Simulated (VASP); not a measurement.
Wanted: the native input for a VASP 6.6.1 run.

```yaml
Task: single point
Functional: r2SCAN
Potentials_or_basis: VASP PAW PBE potentials, release 64 (Cu)
Cutoff: 520 eV
k_mesh: 30 × 30 × 14
Occupations: gaussian, width 0.15 eV
Spin: no spin polarisation
Dipole_correction: no
Further_INCAR_settings: ALGO = Normal; EDIFF = 1e-06; NBANDS = 18
```

Crystal: Cu.

```xyz
2
Lattice="2.5305 0.0000 0.0000 -1.2653 2.1915 0.0000 0.0000 0.0000 4.1299" Properties=species:S:1:pos:R:3 pbc="T T T"
Cu    0.0000    1.4610    1.1375
Cu    1.2653    0.7305    2.9924
```

This cell differs from its parent crystal: atoms displaced along a vibrational mode.

The input as run:

POSCAR

```
Cu
1.0
    2.5305027254      0.0000000000      0.0000000000
   -1.2652513627      2.1914796445      0.0000000000
    0.0000000000      0.0000000000      4.1298555601
Cu
2
Direct
    0.3333333333      0.6666666667      0.2754246180
    0.6666666667      0.3333333333      0.7245753820
```

INCAR.step1

```
SYSTEM = Cu
PREC = Accurate
ENCUT = 520
ISMEAR = 0
SIGMA = 0.15
LREAL = .FALSE.
LASPH = .TRUE.
NELM = 60
NBANDS = 18
GGA = PE
ALGO = Normal
EDIFF = 1E-4
LWAVE = .TRUE.
LCHARG = .FALSE.
```

INCAR.step2

```
SYSTEM = Cu
PREC = Accurate
ENCUT = 520
EDIFF = 1E-6
ISMEAR = 0
SIGMA = 0.15
LREAL = .FALSE.
LASPH = .TRUE.
NELM = 60
ALGO = Normal
ISIF = 2
LWAVE = .FALSE.
LCHARG = .FALSE.
METAGGA = R2SCAN
LMIXTAU = .TRUE.
NBANDS = 18
ISTART = 1
```

KPOINTS

```
regular mesh
0
G
  30 30 14
  0 0 0
```

Potentials or basis: VASP PAW PBE potentials, release 64 (Cu).

The run is started by

```bash
$ cat potpaw_PBE.64/Cu/POTCAR > POTCAR
$ cp INCAR.step1 INCAR
$ mpirun -np 1 vasp_std > vasp.out
$ cp INCAR.step2 INCAR
$ mpirun -np 1 vasp_std > vasp.out
```

Results of the run:

| Property | Result |
| --- | --- |
| Pressure | 5.7 GPa |
| Largest force | 1.795 eV/Å |
| Band gap on the k mesh | zero (bands 11 and 12 overlap by 6.23 eV) |

Caveat: the cell differs from its parent crystal (atoms displaced along a vibrational mode); the stress differs along the axes, from 4 to 9 GPa; the PAW data sets were made with another functional, which shifts forces and pressure a little.

It took 9.9 min on 1 thread of Intel(R) Xeon(R) 6975P-C (Granite Rapids) (shared host), peak memory 0.47 GiB.
